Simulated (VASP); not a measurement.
# LiCl in VASP: further runs, part 2 of 2

VASP 6.6.1. Earlier steps stand in the parts before.

### Step 3. Single point, PBE

INCAR

```
SYSTEM = LiCl
  PREC = Accurate
  ENCUT = 520
  EDIFF = 1E-7
  ISMEAR = 0
  SIGMA = 0.02
  LREAL = .False.
  LASPH = .True.
  NELM = 100
  ALGO = Normal
  ISIF = 2
  LWAVE = .False.
  LCHARG = .False.
  GGA = PE
  NBANDS = 12
```

KPOINTS

```
Automatic mesh
0
Gamma
  8 8 8
  0 0 0
```

POSCAR

```
LiCl
1.0
    0.0000000000      2.5744533106      2.5744533106
    2.5744533106      0.0000000000      2.5744533106
    2.5744533106      2.5744533106      0.0000000000
Li Cl
1 1
Direct
    0.5000000000      0.5000000000      0.5000000000
    0.0000000000      0.0000000000      0.0000000000
```

Potentials or basis: VASP PAW PBE potentials, release 64 (Li_sv, Cl).

Launch:

```console
$ cat potpaw_PBE.64/Li_sv/POTCAR potpaw_PBE.64/Cl/POTCAR > POTCAR
$ mpirun -np 1 vasp_std > vasp.out
```

Run time: 6.1 s. Hardware: 1 thread of AMD EPYC 9R45 (Zen 5), shared host; peak memory 0.12 GiB.

Results (log left out):

| Property | Result |
| --- | --- |
| Free energy | -7.3862 eV |
| Band gap on the k mesh | 6.28 eV, direct |

Levels at points of the mesh, in eV from the valence-band top:
```csv
k point,band 2,band 3,band 4,band 5,band 6,band 7,band 8,band 9
"(0.00, 0.00, 0.00)",-13.36,0.00,0.00,0.00,6.28,11.93,11.93,11.93
"(0.50, 0.00, 0.00)",-12.80,-2.77,-0.25,-0.25,6.75,9.49,9.49,12.86
"(0.50, 0.50, 0.00)",-12.57,-2.84,-1.08,-1.08,7.86,8.31,12.34,14.03
```

Caveat: the cutoff is under 1.25 times the usual one of these potentials, so pressure, stress and relaxed cells hold a basis-set (Pulay) error. A hybrid or GW would open this gap; PBE tends to underestimate it.

### Step 4. Relaxation of cell and atoms, PBE

INCAR

```
PREC = Accurate
ENCUT = 600
EDIFF = 1E-7
ISMEAR = 0
SIGMA = 0.02
LREAL = False
LASPH = True
NELM = 60
ALGO = Normal
ISIF = 3
LWAVE = False
LCHARG = False
GGA = PE
IBRION = 2
NSW = 100
EDIFFG = -0.01
```

KPOINTS

```
regular mesh
0
Gamma
  8 8 8
```

POSCAR is that of step 3.

Potentials or basis: VASP PAW PBE potentials, release 64 (Li_sv, Cl).

Launch:

```console
$ cat potpaw_PBE.64/Li_sv/POTCAR potpaw_PBE.64/Cl/POTCAR > POTCAR
$ mpirun -np 1 vasp_std > vasp.out
```

OUTCAR:

```text
PREC = Accurate
   ENCUT = 600
   EDIFF = 1E-7
   ISMEAR = 0
   LREAL = False
   LASPH = True
   NELM = 60
   ISIF = 3
   GGA = PE
   IBRION = 2
   NSW = 100
   EDIFFG = -0.01

 ion  position               nearest neighbor table
   1  0.500  0.500  0.500-   2 2.57   2 2.57   2 2.57   2 2.57   2 2.57   2 2.57
   2  0.000  0.000  0.000-   1 2.57   1 2.57   1 2.57   1 2.57   1 2.57   1 2.57

  LATTYP: Found a face centered cubic cell.
 ALAT       =     5.1489066212

  Lattice vectors:

 A1 = (   0.0000000000,   2.5744533106,   2.5744533106)
 A2 = (   2.5744533106,   0.0000000000,   2.5744533106)
 A3 = (   2.5744533106,   2.5744533106,   0.0000000000)

Analysis of symmetry for initial positions (statically):
=====================================================================
 Subroutine PRICEL returns:
 Original cell was already a primitive cell.

 Routine SETGRP: Setting up the symmetry group for a
 face centered cubic supercell.

 Subroutine GETGRP returns: Found 48 space group operations
 (whereof 48 operations were pure point group operations)
 out of a pool of 48 trial point group operations.

[... 165 lines left out ...]

 val. band max:        0.4950227672   @ k =   0.0000   0.0000   0.0000
 cond. band min:       6.7708869642   @ k =   0.0000   0.0000   0.0000
 fundamental gap:      6.2758641969
 Fermi energy:         0.7545926229

 k-point     1 :       0.0000    0.0000    0.0000
  band No.  band energies     occupation
      1     -43.0458      2.00000
      2     -12.8618      2.00000
      3       0.4950      2.00000
      4       0.4950      2.00000
      5       0.4950      2.00000
      6       6.7709      0.00000
      7      12.4239      0.00000
      8      12.4239      0.00000
      9      12.4239      0.00000
[... 265 lines left out ...]
 k-point    24 :      -0.3750    0.2500    0.1250
  band No.  band energies     occupation
      1     -43.0428      2.00000
      2     -12.1963      2.00000
      3      -2.0030      2.00000
      4      -0.7823      2.00000
      5      -0.0714      2.00000
      6       8.6851      0.00000
      7       9.8017      0.00000
      8      11.0171      0.00000
      9      12.1780      0.00000

 [... further k-points ...]
[... 5 lines left out ...]
  --------------------------------------------------------------------------------------
  -------------------------------------------------------------------------------------
  Total       -0.0157393     -0.0157393     -0.0157393      0.0000000      0.0000000      0.0000000
  in kB       -0.7389410     -0.7389410     -0.7389410      0.0000000      0.0000000      0.0000000
  external PRESSURE =      -0.7389410 kB  Pullay stress =       0.0000000 kB

 VOLUME and BASIS-vectors are now :
 -----------------------------------------------------------------------------
  energy-cutoff  :      600.00
  volume of cell :       34.13
      direct lattice vectors                 reciprocal lattice vectors
     0.000000000  2.574453311  2.574453311    -0.194215991  0.194215991  0.194215991
     2.574453311  0.000000000  2.574453311     0.194215991 -0.194215991  0.194215991
     2.574453311  2.574453311  0.000000000     0.194215991  0.194215991 -0.194215991

 POSITION                                       TOTAL-FORCE (eV/Angst)
 -----------------------------------------------------------------------------------
      2.57445      2.57445      2.57445        -0.000000     -0.000000     -0.000000
      0.00000      0.00000      0.00000         0.000000      0.000000      0.000000
 -----------------------------------------------------------------------------------
    total drift:                                0.000000      0.000000      0.000000

  FREE ENERGIE OF THE ION-ELECTRON SYSTEM (eV)
  ---------------------------------------------------
  free  energy   TOTEN  =        -7.3859214429 eV

  energy  without entropy=       -7.3859214429  energy(sigma->0) =       -7.38592144

 reached required accuracy - stopping structural energy minimisation
```

Wall time 5.9 s (1 thread of AMD EPYC 9R45 (Zen 5), shared host); peak memory 0.13 GiB.

What came out:

```yaml
Free_energy: -7.3859 eV
Pressure_after_relaxing: -0.1 GPa
Band_gap_on_the_k_mesh: 6.28 eV, direct
```

Final structure:
```xyz
2
Lattice="0.0000 2.5745 2.5745 2.5745 0.0000 2.5745 2.5745 2.5745 0.0000" Properties=species:S:1:pos:R:3 pbc="T T T"
Li    2.5745    2.5745    2.5745
Cl    0.0000    0.0000    0.0000
```

Caveat: the cutoff is under 1.25 times the usual one of these potentials, so pressure, stress and relaxed cells hold a basis-set (Pulay) error; the relaxation stopped at its first step, so nothing moved. A hybrid or GW would open this gap; PBE tends to underestimate it.

### Step 5. Single point, PBE

This run uses another cell than the first one: it holds 4 atoms, not 2.

INCAR

```
PREC     = Accurate       # precision mode
ENCUT    = 520            # plane-wave cutoff, eV
EDIFF    = 1E-7           # SCF threshold, eV
ISMEAR   = 0              # smearing method
SIGMA    = 0.1            # smearing width, eV
LREAL    = F              # projectors in reciprocal space
LASPH    = T              # aspherical terms in the spheres
NELM     = 60             # most SCF steps
ALGO     = Normal         # electronic algorithm
ISIF     = 2              # what is computed and relaxed
LWAVE    = F              # write WAVECAR
LCHARG   = T              # write CHGCAR
GGA      = PE             # functional
LELF     = T              # ELF
LVHAR    = T            
NBANDS   = 18             # bands
```

KPOINTS

```
regular mesh
0
Gamma
  6 6 6
```

POSCAR

```
LiCl
1.0
    0.0000000000     -2.5744533106     -2.5744533106
   -2.5744533106      0.0000000000     -2.5744533106
    2.5744533106      2.5744533106     -5.1489066212
Li Cl
2 2
Direct
    0.2500000000      0.2500000000      0.2500000000
    0.7500000000      0.7500000000      0.7500000000
    0.0000000000      0.0000000000      0.0000000000
    0.5000000000      0.5000000000      0.5000000000
```

Launch:

```console
$ cat potpaw_PBE.64/Li_sv/POTCAR potpaw_PBE.64/Cl/POTCAR > POTCAR
$ mpirun -np 1 vasp_std > vasp.out
```

Run time: 19 s. Hardware: 1 thread of AMD EPYC 9R45 (Zen 5), shared host; peak memory 0.16 GiB.

It converged, with:

```yaml
Free_energy: -14.7724 eV
Band_gap_on_the_k_mesh: 6.28 eV
```

Levels at points of the mesh, in eV from the valence-band top:
```tsv
k point	band 6	band 7	band 8	band 9	band 10	band 11	band 12	band 13	band 14	band 15
(0.00, 0.00, 0.00)	-0.25	-0.25	0.00	0.00	0.00	6.28	6.75	9.49	9.49	11.93
(0.50, 0.00, 0.00)	-2.44	-1.26	-1.26	-0.70	-0.70	8.16	8.16	9.58	9.58	10.88
(0.50, 0.50, 0.00)	-2.77	-1.08	-1.08	-0.25	-0.25	6.75	7.86	8.31	9.49	9.49
(0.00, 0.00, 0.50)	-1.55	-0.13	-0.13	-0.13	-0.13	7.18	7.18	10.68	10.68	10.68
```

Caveat: the cutoff is under 1.25 times the usual one of these potentials, so pressure, stress and relaxed cells hold a basis-set (Pulay) error. A k mesh can miss the band edges.

### Step 6. Single point, PBE

This run uses another cell than the first one: it holds 4 atoms, not 2.

INCAR

```
SYSTEM = LiCl
PREC = Accurate
ENCUT = 520
EDIFF = 1E-6
ISMEAR = 0
SIGMA = 0.1
LREAL = .False.
LASPH = .True.
NELM = 60
ALGO = Normal
ISIF = 2
LWAVE = .False.
LCHARG = .False.
GGA = PE
NBANDS = 18
```

KPOINTS

```
regular mesh
0
Gamma
  6 6 6
  0 0 0
```

POSCAR

```
LiCl
1.0
   -0.0011727201     -2.5727272590     -2.5767552535
   -2.5776437260     -0.0000089329     -2.5778494285
    2.5766269071      2.5751047487     -5.1546385796
Li Cl
2 2
Direct
    0.2537147155      0.2492549689      0.2497971158
    0.7450915959      0.7554417856      0.7497322122
    0.0008382637     -0.0026835595      0.0002864893
    0.5003554248      0.4979868050      0.5001841828
```

Potentials or basis: VASP PAW PBE potentials, release 64 (Li_sv, Cl).

Launch:

```console
$ cat potpaw_PBE.64/Li_sv/POTCAR potpaw_PBE.64/Cl/POTCAR > POTCAR
$ mpirun -np 1 vasp_std > vasp.out
```

Wall time 45 s (1 thread of AMD EPYC 9R45 (Zen 5), shared host); peak memory 0.22 GiB.

Results (log left out):

* Free energy: -14.7720 eV
* Largest force: 0.018 eV/Å
* Band gap on the k mesh: 6.26 eV

Forces in eV/Å, atoms in the order of the input:
```
Li   0.001  0.008  0.007
Li   0.015 -0.010  0.001
Cl  -0.009  0.001 -0.003
Cl  -0.007  0.001 -0.005
```

Levels at points of the mesh, in eV from the valence-band top:
| k point | band 6 | band 7 | band 8 | band 9 | band 10 | band 11 | band 12 | band 13 | band 14 | band 15 |
| --- | --- | --- | --- | --- | --- | --- | --- | --- | --- | --- |
| (0.00, 0.00, 0.00) | -0.26 | -0.25 | -0.01 | 0.00 | 0.00 | 6.26 | 6.74 | 9.48 | 9.50 | 11.91 |
| (0.50, 0.00, 0.00) | -2.43 | -1.27 | -1.26 | -0.71 | -0.70 | 8.14 | 8.15 | 9.55 | 9.58 | 10.86 |
| (0.00, 0.50, 0.00) | -2.43 | -1.27 | -1.26 | -0.70 | -0.69 | 8.15 | 8.16 | 9.55 | 9.58 | 10.86 |
| (0.50, 0.50, 0.00) | -2.76 | -1.08 | -1.07 | -0.25 | -0.25 | 6.74 | 7.85 | 8.31 | 9.49 | 9.50 |
| (0.00, 0.00, 0.50) | -1.55 | -0.14 | -0.14 | -0.13 | -0.12 | 7.17 | 7.17 | 10.66 | 10.67 | 10.68 |
| (0.50, 0.00, 0.50) | -2.76 | -1.08 | -1.08 | -0.26 | -0.25 | 6.74 | 7.85 | 8.30 | 9.48 | 9.49 |
| (0.00, 0.50, 0.50) | -2.76 | -1.08 | -1.07 | -0.25 | -0.25 | 6.74 | 7.85 | 8.31 | 9.49 | 9.50 |
| (0.50, 0.50, 0.50) | -2.44 | -1.27 | -1.26 | -0.70 | -0.70 | 8.16 | 8.16 | 9.56 | 9.57 | 10.86 |

Caveat: the cutoff is under 1.25 times the usual one of these potentials, so pressure, stress and relaxed cells hold a basis-set (Pulay) error.

### Step 7. Overview

```tsv
task	cell	k mesh	cutoff (eV)	smearing	gap on the mesh (eV)
single point	a = 3.641 Å, angles 60.0°, 2 atoms	8 × 8 × 8	520	gaussian 0.02 eV	6.28
relaxation of cell and atoms	relaxed from a = 3.641 Å, angles 60.0°, 2 atoms	8 × 8 × 8	600	gaussian 0.02 eV	6.28
single point	a = 3.641, b = 3.641, c = 6.306 Å, angles 73.2, 73.2, 60.0°, 4 atoms	6 × 6 × 6	520	gaussian 0.1 eV	6.28
single point	a = 3.641, b = 3.645, c = 6.312 Å, angles 73.2, 73.2, 60.0°, 4 atoms	6 × 6 × 6	520	gaussian 0.1 eV	6.26
```

Alike in all rows: level PBE; potentials or basis VASP PAW PBE potentials, release 64 (Li_sv, Cl); no spin polarisation.

Caveats: the cutoff is under 1.25 times the usual one of these potentials, so pressure, stress and relaxed cells hold a basis-set (Pulay) error; the relaxation stopped at its first step, so nothing moved (some runs).

Absolute energies hang on the potentials; compare differences alone.
